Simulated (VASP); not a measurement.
Write the native input for VASP 6.6.1 that does the following.

```
Task                   : single point
Functional             : PBE
Potentials or basis    : VASP PAW PBE potentials, release 64 (Al, N)
Cutoff                 : 520 eV
k mesh                 : 9 × 9 × 6
Occupations            : gaussian, width 0.05 eV
Spin                   : no spin polarisation
Dipole correction      : no
Further INCAR settings : ALGO = Normal; EDIFF = 1e-07; NBANDS = 16
```

The structure of AlN lies in POSCAR:

```
AlN
1.0
    3.1892000000      0.0000000000      0.0000000000
   -1.5946000000      2.7619282177      0.0000000000
    0.0000000000      0.0000000000      3.6851000000
Al N
2 2
Direct
    0.3333333333      0.6666666667      0.7500000000
    0.6666666667      0.3333333333      0.2500000000
    0.3333333333      0.6666666667      0.2500000000
    0.6666666667      0.3333333333      0.7500000000
```

One way to write it, as run:

INCAR

```
SYSTEM = AlN
ALGO = Normal
EDIFF = 1E-7
ENCUT = 520
GGA = PE
ISIF = 2
ISMEAR = 0
LASPH = .True.
LCHARG = .False.
LREAL = .False.
LWAVE = .False.
NBANDS = 16
NELM = 80
PREC = Accurate
SIGMA = 0.05
```

KPOINTS

```
k-points
0
Gamma
  9 9 6
  0 0 0
```

Potentials or basis: VASP PAW PBE potentials, release 64 (Al, N).

Launch:

```sh
$ cat potpaw_PBE.64/Al/POTCAR potpaw_PBE.64/N/POTCAR > POTCAR
$ mpirun -np 1 vasp_std > vasp.out
```

It gave:

* Pressure: 63.9 GPa
* Band gap on the k mesh: 4.67 eV, indirect (least direct gap 4.75 eV)

Wall time 8.1 s on 1 thread of Intel(R) Xeon(R) 6975P-C (Granite Rapids), on a shared host, peak memory 0.14 GiB.
